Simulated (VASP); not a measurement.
Wanted: the native input for a VASP 6.6.1 run.

```yaml
Task: single point
Functional: PBEsol
Potentials_or_basis: VASP PAW PBE potentials, release 64 (Cu, O)
Cutoff: 520 eV
k_mesh: 12 × 12 × 8
Occupations: gaussian, width 0.1 eV
Spin: no spin polarisation
Dipole_correction: no
Further_INCAR_settings: ALGO = Normal; EDIFF = 1e-06; NBANDS = 25
```

The structure of CuO lies in POSCAR:

```
CuO
1.0
    2.8795009639      0.0000000000      0.0000000000
    0.0390727580      2.8792794796      0.0000000000
    0.0174953863      0.0172449008      5.1763391994
Cu O
2 2
Direct
    0.5000000000      0.0000000000      0.5000000000
    0.0000000000      0.5000000000      0.0000000000
    0.0015760300      0.9983282200      0.2501129000
    0.9984239700      0.0016717800      0.7498871000
```

These files were run (other wordings do the same):

INCAR

```
SYSTEM = CuO
  PREC = Accurate
  ENCUT = 520
  EDIFF = 1E-6
  ISMEAR = 0
  SIGMA = 0.1
  LREAL = .FALSE.
  LASPH = .TRUE.
  NELM = 100
  ALGO = Normal
  ISIF = 2
  LWAVE = .FALSE.
  LCHARG = .FALSE.
  GGA = PS
  NBANDS = 25
```

KPOINTS

```
Automatic mesh
0
G
  12 12 8
  0 0 0
```

Potentials or basis: VASP PAW PBE potentials, release 64 (Cu, O).

Command:

```bash
$ cat potpaw_PBE.64/Cu/POTCAR potpaw_PBE.64/O/POTCAR > POTCAR
$ mpirun -np 1 vasp_std > vasp.out
```

Results of the run:

The pressure is -1.3 GPa, the largest force is 0.013 eV/Å and the band gap on the k mesh is zero (bands 17 and 18 overlap by 1.14 eV).

Caveat: the PAW data sets were made with another functional, which shifts forces and pressure a little; semilocal functionals often make such compounds metallic where correlation or magnetic order opens a gap, which also shifts bond lengths.

Run time: 12 min on 1 thread of Intel Xeon 8259CL (shared host), peak memory 0.58 GiB.
